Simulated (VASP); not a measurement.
A run of VASP 6.6.1:

The input POSCAR:

```
C
1.0
    0.0000000000     -4.2535130786      0.0000000000
   -2.4558424086     -2.1267565393     -3.5617636578
    2.4558424086     -2.1267565393     -3.5617636578
C
8
Direct
    0.8332960723      0.5203596126      0.4796403874
    0.8332960723      0.0000000000      0.0000000000
    0.3332960723      0.7500000000      0.2500000000
    0.3332960723      0.2500000000      0.7500000000
    0.1667039277      0.5000000000      0.5000000000
    0.1667039277      0.0000000000      1.0000000000
    0.6667039277      0.7500000000      0.2500000000
    0.6667039277      0.2500000000      0.7500000000
```

INCAR.step1

```
SYSTEM = C
PREC = Accurate
ENCUT = 520
ISMEAR = 0
SIGMA = 0.05
LREAL = .FALSE.
LASPH = .TRUE.
NELM = 80
NBANDS = 26
GGA = PE
ALGO = Normal
EDIFF = 1E-4
LWAVE = .TRUE.
LCHARG = .FALSE.
```

File INCAR.step2:

```
SYSTEM = C
PREC = Accurate
ENCUT = 520
EDIFF = 1E-7
ISMEAR = 0
SIGMA = 0.05
LREAL = .FALSE.
LASPH = .TRUE.
NELM = 80
ALGO = Normal
ISIF = 2
LWAVE = .FALSE.
LCHARG = .FALSE.
METAGGA = R2SCAN
LMIXTAU = .TRUE.
NBANDS = 26
ISTART = 1
```

Contents of KPOINTS:

```
regular mesh
0
G
  8 8 8
  0 0 0
```

Potentials or basis: VASP PAW PBE potentials, release 64 (C).

The run is started by

```console
$ cat potpaw_PBE.64/C/POTCAR > POTCAR
$ cp INCAR.step1 INCAR
$ mpirun -np 1 vasp_std > vasp.out
$ cp INCAR.step2 INCAR
$ mpirun -np 1 vasp_std > vasp.out
```

Hardware: 1 thread of Oxide Virtual Turin-like Processor, with other jobs on the host.

Question: How long does it take, and how much memory?

Answer: Run time: 32 min on 1 thread of Oxide Virtual Turin-like Processor (shared host), peak memory 0.29 GiB. Counts: k points 150.
